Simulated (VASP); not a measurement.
# BaF2 (Frankdicksonite) (Fm-3m) in VASP: settings compared, part 2 of 2

VASP 6.6.1. Earlier steps stand in the parts before.

### Step 5. Single point, r2SCAN

Contents of POSCAR:

```
BaF2
1.0
    0.0000000000      3.0971612422      3.0971612422
    3.0971612422      0.0000000000      3.0971612422
    3.0971612422      3.0971612422      0.0000000000
Ba F
1 2
Direct
    0.0000000000      0.0000000000      0.0000000000
    0.2500000000      0.2500000000      0.2500000000
    0.7500000000      0.7500000000      0.7500000000
```

Contents of INCAR.step1:

```
SYSTEM = BaF2
PREC     = Accurate       ! precision mode
ENCUT    = 660            ! plane-wave cutoff, eV
ISMEAR   = 0              ! smearing method
SIGMA    = 0.01           ! smearing width, eV
LREAL    = .FALSE.        ! projectors in reciprocal space
LASPH    = .TRUE.         ! aspherical terms in the spheres
NELM     = 120            ! most SCF steps
NBANDS   = 19             ! bands
GGA      = PE             ! functional
ALGO     = Normal         ! electronic algorithm
EDIFF    = 1E-5           ! SCF threshold, eV
LWAVE    = .TRUE.         ! write WAVECAR
LCHARG   = .FALSE.        ! write CHGCAR
GGA_COMPAT= .FALSE.
```

Contents of INCAR.step2:

```
SYSTEM = BaF2
PREC     = Accurate       ! precision mode
ENCUT    = 660            ! plane-wave cutoff, eV
EDIFF    = 1E-6           ! SCF threshold, eV
ISMEAR   = 0              ! smearing method
SIGMA    = 0.01           ! smearing width, eV
LREAL    = .FALSE.        ! projectors in reciprocal space
LASPH    = .TRUE.         ! aspherical terms in the spheres
NELM     = 120            ! most SCF steps
ALGO     = Normal         ! electronic algorithm
ISIF     = 2              ! what is computed and relaxed
LWAVE    = .FALSE.        ! write WAVECAR
LCHARG   = .FALSE.        ! write CHGCAR
METAGGA  = R2SCAN         ! meta-GGA
LMIXTAU  = .TRUE.       
NBANDS   = 19             ! bands
ISTART   = 1            
GGA_COMPAT= .FALSE.
```

Contents of KPOINTS:

```
regular mesh
0
G
  6 6 6
  0 0 0
```

Potentials or basis: VASP PAW PBE potentials, release 64 (Ba_sv, F).

The run is started by

```
$ cat potpaw_PBE.64/Ba_sv/POTCAR potpaw_PBE.64/F/POTCAR > POTCAR
$ cp INCAR.step1 INCAR
$ mpirun -np 1 vasp_std > vasp.out
$ cp INCAR.step2 INCAR
$ mpirun -np 1 vasp_std > vasp.out
```

OUTCAR:

```text
SYSTEM = BaF2
   PREC = Accurate
   ENCUT = 660
   EDIFF = 1E-6
   ISMEAR = 0
   LREAL = .FALSE.
   LASPH = .TRUE.
   NELM = 120
   ISIF = 2
   METAGGA = R2SCAN
   ISTART = 1

 ion  position               nearest neighbor table
   1  0.000  0.000  0.000-   3 2.68   3 2.68   3 2.68   2 2.68   3 2.68   2 2.68   2 2.68   2 2.68

   2  0.250  0.250  0.250-   1 2.68   1 2.68   1 2.68   1 2.68
   3  0.750  0.750  0.750-   1 2.68   1 2.68   1 2.68   1 2.68

  LATTYP: Found a face centered cubic cell.
 ALAT       =     6.1943224844

  Lattice vectors:

 A1 = (   0.0000000000,   3.0971612422,   3.0971612422)
 A2 = (   3.0971612422,   0.0000000000,   3.0971612422)
 A3 = (   3.0971612422,   3.0971612422,   0.0000000000)

Analysis of symmetry for initial positions (statically):
=====================================================================
 Subroutine PRICEL returns:
 Original cell was already a primitive cell.

 Routine SETGRP: Setting up the symmetry group for a
 face centered cubic supercell.

 Subroutine GETGRP returns: Found 48 space group operations
 (whereof 48 operations were pure point group operations)
 out of a pool of 48 trial point group operations.

The static configuration has the point symmetry O_h .

Analysis of symmetry for dynamics (positions and initial velocities):
=====================================================================
 Subroutine PRICEL returns:
 Original cell was already a primitive cell.

 Routine SETGRP: Setting up the symmetry group for a
 face centered cubic supercell.

 Subroutine GETGRP returns: Found 48 space group operations
 (whereof 48 operations were pure point group operations)
 out of a pool of 48 trial point group operations.

The dynamic configuration has the point symmetry O_h .

 Subroutine INISYM returns: Found 48 space group operations
 (whereof 48 operations are pure point group operations),
 and found     1 'primitive' translations

----------------------------------------------------------------------------------------

                                     Primitive cell

  volume of cell :      59.4185

  direct lattice vectors                    reciprocal lattice vectors
     0.000000000  3.097161242  3.097161242    -0.161438156  0.161438156  0.161438156
     3.097161242  0.000000000  3.097161242     0.161438156 -0.161438156  0.161438156
     3.097161242  3.097161242  0.000000000     0.161438156  0.161438156 -0.161438156

  length of vectors
     4.380047434  4.380047434  4.380047434     0.279619089  0.279619089  0.279619089

  position of ions in fractional coordinates (direct lattice)
     0.000000000  0.000000000  0.000000000
     0.250000000  0.250000000  0.250000000
     0.750000000  0.750000000  0.750000000

  ion indices of the primitive-cell ions
   primitive index   ion index
                 1           1
                 2           2
                 3           3

----------------------------------------------------------------------------------------

 KPOINTS: regular mesh

Automatic generation of k-mesh.
 Grid dimensions read from file:
 generate k-points for:    6    6    6

 Generating k-lattice:

  Cartesian coordinates                     Fractional coordinates (reciprocal lattice)
    -0.026906359  0.026906359  0.026906359     0.166666667  0.000000000  0.000000000
     0.026906359 -0.026906359  0.026906359     0.000000000  0.166666667  0.000000000
     0.026906359  0.026906359 -0.026906359     0.000000000  0.000000000  0.166666667

  Length of vectors
     0.046603181  0.046603181  0.046603181

  Shift w.r.t. Gamma in fractional coordinates (k-lattice)
     0.000000000  0.000000000  0.000000000

 Subroutine IBZKPT returns following result:
 ===========================================

 Found     16 irreducible k-points:

 Following reciprocal coordinates:
            Coordinates               Weight
  0.000000  0.000000  0.000000      1.000000
  0.166667  0.000000  0.000000      8.000000
  0.333333  0.000000  0.000000      8.000000
  0.500000  0.000000  0.000000      4.000000
  0.166667  0.166667  0.000000      6.000000
  0.333333  0.166667  0.000000     24.000000
[... 8 lines left out ...]
 -0.333333  0.333333  0.166667     24.000000
 -0.333333  0.500000  0.166667     12.000000
   k-points           NKPTS =     16   k-points in BZ     NKDIM =     16   number of bands    NBANDS=     19
   number of dos      NEDOS =    301   number of ions     NIONS =      3
   total plane-waves  NPLWV =  64000
   dimension x,y,z NGX =    40 NGY =   40 NGZ =   40
   dimension x,y,z NGXF=    80 NGYF=   80 NGZF=   80
   ions per type =               1   2
   NGX,Y,Z   is equivalent  to a cutoff of  15.18, 15.18, 15.18 a.u.
   NGXF,Y,Z  is equivalent  to a cutoff of  30.36, 30.36, 30.36 a.u.
 SYSTEM =  BaF2
   PREC   = accura    normal or accurate (medium, high low for compatibility)
   ISTART =      1    job   : 0-new  1-cont  2-samecut
   ICHARG =      0    charge: 1-file 2-atom 10-const
   ISPIN  =      1    spin polarized calculation?
   LNONCOLLINEAR =      F non collinear calculations
   LSORBIT =      F    spin-orbit coupling
   LASPH  =      T    aspherical Exc in radial PAW
   ENCUT  =  660.0 eV  48.51 Ry    6.96 a.u.   9.18  9.18  9.18*2*pi/ulx,y,z
   NELM   =    120;   NELMIN=  2; NELMDL=  0     # of ELM steps
   EDIFF  = 0.1E-05   stopping-criterion for ELM
   LREAL  =      F    real-space projection
   EDIFFG = 0.1E-04   stopping-criterion for IOM
   NSW    =      0    number of steps for IOM
   IBRION =     -1    ionic relax: 0-MD 1-quasi-New 2-CG
   NFREE  =      0    steps in history (QN), initial steepest desc. (CG)
   ISIF   =      2    stress and relaxation
   ISYM   =      2    0-nonsym 1-usesym 2-fastsym
   POTIM  = 0.5000    time-step for ionic-motion
   TEBEG  =    0.0;   TEEND  =   0.0 temperature during run
   PSTRESS=    0.0 pullay stress
   NELECT =      24.0000    total number of electrons
   NUPDOWN=      -1.0000    fix difference up-down
   EMIN   =  10.00;   EMAX   =-10.00  energy-range for DOS
   EFERMI =   0.00;   METHOD = LEGACY
   ISMEAR =     0;   SIGMA  =   0.01  broadening in eV -4-tet -1-fermi 0-gaus
   EFERMI_NEDOS =   21; number of points for ismear=-14 and -15
   IALGO  =     38    algorithm
   IMIX   =      4    mixing-type and parameters
     AMIX     =   0.40;   BMIX     =  1.00
     AMIX_MAG =   1.60;   BMIX_MAG =  1.00
  volume/ion in A,a.u.               =      19.81       133.66
  Fermi-wavevector in a.u.,A,eV,Ry     =   1.210147  2.286846 19.925127  1.464456
  Thomas-Fermi vector in A             =   2.345703
   LORBIT       =      0    0 simple, 1 ext, 2 COOP (PROOUT), +10 PAW based schemes
   METAGGA = R2SCAN    functional components
   LHFCALC =     F    Hartree Fock is set to
   AEXX    =    0.0000 exact exchange contribution
   IVDW    =     0    specifies the selected vdW correction
   LEPSILON=     F    determine dielectric tensor
   LRPA    =     F    only Hartree local field effects (RPA)
 non-spin polarized calculation
 Gauss-broadening in eV      SIGMA  =   0.01
  energy-cutoff  :      660.00
  volume of cell :       59.42
 maximum number of plane-waves:      2301
 NGX is ok and might be reduce to    40
   NGX = 19   NGY = 19   NGZ = 19

 number of electron      24.0000002 magnetization

 Free energy of the ion-electron system (eV)
  ---------------------------------------------------
  ext. energy  EPLUGINS =         0.00000000
  ---------------------------------------------------
  free energy    TOTEN  =       -45.06747048 eV

  energy without entropy =      -45.06747048  energy(sigma->0) =      -45.06747048

 E-fermi :  -2.5532     XC(G=0):  -9.2558

 val. band max:       -2.5971151263   @ k =  -0.1667   0.1667   0.0000
 cond. band min:       4.7619914778   @ k =   0.0000   0.0000   0.0000
 fundamental gap:      7.3591066041
 Fermi energy:        -2.5532372727

 k-point     1 :       0.0000    0.0000    0.0000
  band No.  band energies     occupation
      1     -26.2167      2.00000
      2     -22.6741      2.00000
      3     -22.5349      2.00000
      4     -10.5578      2.00000
      5     -10.5578      2.00000
      6     -10.5578      2.00000
[... 11 lines left out ...]
     18       9.7063      0.00000
     19      13.6172      0.00000
[... 313 lines left out ...]
      3     -22.8403      2.00000
      4     -10.9732      2.00000
      5     -10.8196      2.00000
      6     -10.5382      2.00000
[... 11 lines left out ...]
     18      12.7801      0.00000
     19      13.0993      0.00000

------------------------ aborting loop because EDIFF is reached ----------------------------------------

  FORCE on cell =-STRESS in cart. coord.  units (eV):
  Direction    XX          YY          ZZ          XY          YZ          ZX
  --------------------------------------------------------------------------------------
  -------------------------------------------------------------------------------------
  Total        0.3346709      0.3346709      0.3346709     -0.0000000      0.0000000      0.0000000
  in kB        9.0241653      9.0241653      9.0241653     -0.0000000      0.0000000      0.0000000
  external PRESSURE =       9.0241653 kB  Pullay stress =       0.0000000 kB

 VOLUME and BASIS-vectors are now :
 -----------------------------------------------------------------------------
  energy-cutoff  :      660.00
  volume of cell :       59.42
      direct lattice vectors                 reciprocal lattice vectors
     0.000000000  3.097161242  3.097161242    -0.161438156  0.161438156  0.161438156
     3.097161242  0.000000000  3.097161242     0.161438156 -0.161438156  0.161438156
     3.097161242  3.097161242  0.000000000     0.161438156  0.161438156 -0.161438156

 POSITION                                       TOTAL-FORCE (eV/Angst)
 -----------------------------------------------------------------------------------
      0.00000      0.00000      0.00000        -0.000000     -0.000000     -0.000000
      1.54858      1.54858      1.54858        -0.000000     -0.000000     -0.000000
      4.64574      4.64574      4.64574         0.000000      0.000000      0.000000
 -----------------------------------------------------------------------------------
    total drift:                                0.000000     -0.000000      0.000000

  FREE ENERGIE OF THE ION-ELECTRON SYSTEM (eV)
  ---------------------------------------------------
  free  energy   TOTEN  =       -45.0674704794 eV

  energy  without entropy=      -45.0674704794  energy(sigma->0) =      -45.06747048
```

Wall time 2 min (1 thread of Intel Xeon 6975P-C, shared host); peak memory 0.27 GiB.

What came out:

```
Free energy            : -45.0675 eV
Pressure               : 0.9 GPa
Band gap on the k mesh : 7.36 eV, indirect (least direct gap 7.43 eV)
```

Levels at points of the mesh, in eV from the valence-band top:
```csv
k point,band 8,band 9,band 10,band 11,band 12,band 13,band 14,band 15,band 16,band 17
"(0.00, 0.00, 0.00)",-1.47,-1.47,-0.07,-0.07,-0.07,7.36,9.93,9.93,12.30,12.30
"(0.50, 0.00, 0.00)",-1.07,-0.64,-0.34,-0.15,-0.15,9.88,9.88,9.97,10.14,12.50
"(0.50, 0.50, 0.00)",-0.35,-0.35,-0.30,-0.30,-0.12,7.71,9.87,11.42,12.88,12.88
```

Caveat: the PAW data sets were made with another functional, which shifts forces and pressure a little; spin-orbit coupling is left out, which moves the levels of the heavy elements. r2SCAN opens gaps a little over a GGA but as a rule still falls short of measured ones.

### Step 6. Overview

```csv
level,k mesh,cutoff (eV),gap on the mesh (eV),pressure (GPa)
PBE,6 × 6 × 6,600,6.79,2.5
PBE,8 × 8 × 8,600,6.78,2.5
r2SCAN,6 × 6 × 6,660,7.36,0.9
```

Alike in all rows: task single point; potentials or basis VASP PAW PBE potentials, release 64 (Ba_sv, F); no spin polarisation; cell as given; smearing gaussian 0.01 eV.

On the cell as given the gap runs from 6.78 eV (PBE) to 7.36 eV (r2SCAN); the meshes differ, which moves gaps too. The pressure there spans 0.9 GPa (r2SCAN) to 2.5 GPa (PBE); a positive pressure means that this level wants a larger cell, a negative one a smaller.

Caveats: spin-orbit coupling is left out, which moves the levels of the heavy elements; the PAW data sets were made with another functional, which shifts forces and pressure a little (some runs).

Absolute energies hang on the potentials; compare differences alone.
